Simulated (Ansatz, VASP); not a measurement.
W: VASP beside Ansatz

Contents of INCAR:

```
SYSTEM = W
ALGO     = Normal         ! electronic algorithm
EDIFF    = 1E-6           ! SCF threshold, eV
ENCUT    = 520            ! plane-wave cutoff, eV
GGA      = CA             ! functional
ISIF     = 2              ! what is computed and relaxed
ISMEAR   = 0              ! smearing method
LASPH    = .True.         ! aspherical terms in the spheres
LCHARG   = .False.        ! write CHGCAR
LREAL    = .False.        ! projectors in reciprocal space
LWAVE    = .False.        ! write WAVECAR
NBANDS   = 13             ! bands
NELM     = 80             ! most SCF steps
PREC     = Accurate       ! precision mode
SIGMA    = 0.15           ! smearing width, eV
```

KPOINTS

```
k-points
0
Gamma
  22 22 22
  0 0 0
```

POSCAR

```
W
1.0
   -1.5680780323      1.5680780323      1.5680780323
    1.5680780323     -1.5680780323      1.5680780323
    1.5680780323      1.5680780323     -1.5680780323
W
1
Direct
    0.0000000000      0.0000000000      0.0000000000
```

Input for Ansatz:

```yaml
crystal:
  lattice:
    - [-1.5680780323, 1.5680780323, 1.5680780323]
    - [1.5680780323, -1.5680780323, 1.5680780323]
    - [1.5680780323, 1.5680780323, -1.5680780323]
  atoms:
    - { symbol: W, position: [0.0, 0.0, 0.0] }
basis:
  ecutwfc: 420
kpoints:
  mp_grid: { grid: [22, 22, 22] }
hamiltonian:
  xc: lda
  pseudopotentials: { kind: paw, azcp: { folder: soft_1 } }
scf:
  occupations: { method: gaussian, width: 0.15 }
output:
  forces: true
  stress: true
  eigenvalues: true
  write_density: true
  write_potential: true
  elf: true
  volumetric_format: npy
```

Alike in both runs: task single point; functional LDA; k mesh 22 × 22 × 22; occupations gaussian, width 0.15 eV; no spin polarisation.

|  | VASP | Ansatz |
| --- | --- | --- |
| version | VASP 6.6.1 | Ansatz 0.2.0 |
| potentials or method | VASP PAW LDA potentials, release 64 (W_sv), cutoff 520 eV | scalar-relativistic, plane waves, PAW |
| valence electrons in the cell | 14 | 14 |

VASP gave:

- gap on the k mesh at the Fermi level (eV): none
- pressure (GPa): 1.7

**Question.** What did Ansatz give for the same quantities?

**Answer.** gap on the k mesh at the Fermi level (eV): none; pressure (GPa): -0.2.

Ansatz warns that its potentials were made for another functional, while VASP's fit it. LDA's correlation is that of Perdew and Zunger in VASP and of Perdew and Wang (1992) in Ansatz. A gap of «none» marks a metal or a gap that the smearing closes.

Neither program's run includes spin-orbit coupling.
